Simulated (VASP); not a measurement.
Set up this calculation in VASP 6.6.1, as the native input.

| Quantity | Value |
| --- | --- |
| Task | single point |
| Functional | PBE |
| Dispersion | D3(BJ) |
| Potentials or basis | VASP PAW PBE potentials, release 64 (Rb_sv, Si) |
| Cutoff | 520 eV |
| k mesh | 10 × 10 × 10 |
| Occupations | gaussian, width 0.1 eV |
| Spin | no spin polarisation |
| Dipole correction | no |
| Further INCAR settings | ALGO = Normal; EDIFF = 1e-07; NBANDS = 16 |

The structure of RbSi2 lies in POSCAR:

```
RbSi2
1.0
    4.9658610281      0.0000000000      0.0000000000
    0.0000000000      4.9658610281      0.0000000000
    0.0000000000      0.0000000000      4.4550650684
Rb Si
1 2
Direct
    0.0000000000      0.0000000000      0.0000000000
    0.5000000000      0.5000000000      0.7509752295
    0.5000000000      0.5000000000      0.2490247705
```

These files were run (other wordings do the same):

INCAR

```
SYSTEM = RbSi2
PREC     = Accurate       ! precision mode
ENCUT    = 520            ! plane-wave cutoff, eV
EDIFF    = 1E-7           ! SCF threshold, eV
ISMEAR   = 0              ! smearing method
SIGMA    = 0.1            ! smearing width, eV
LREAL    = .False.        ! projectors in reciprocal space
LASPH    = .True.         ! aspherical terms in the spheres
NELM     = 100            ! most SCF steps
ALGO     = Normal         ! electronic algorithm
ISIF     = 2              ! what is computed and relaxed
LWAVE    = .False.        ! write WAVECAR
LCHARG   = .False.        ! write CHGCAR
GGA      = PE             ! functional
IVDW     = 12             ! dispersion correction
NBANDS   = 16             ! bands
```

KPOINTS

```
regular mesh
0
Gamma
  10 10 10
  0 0 0
```

Potentials or basis: VASP PAW PBE potentials, release 64 (Rb_sv, Si).

The run is started by

```console
$ cat potpaw_PBE.64/Rb_sv/POTCAR potpaw_PBE.64/Si/POTCAR > POTCAR
$ mpirun -np 1 vasp_std > vasp.out
```

Results of the run:

```json
{"Pressure": "0.0 GPa", "Largest force": "0.009 eV/Å", "Dispersion energy per atom": "-0.190 eV"}
```

Caveat: pairwise dispersion overbinds metals, which lowers pressure and volume.

Wall time 3 min on 1 thread of Intel(R) Xeon(R) Platinum 8375C CPU @ 2.90GHz (Ice Lake) (shared host), peak memory 0.37 GiB.
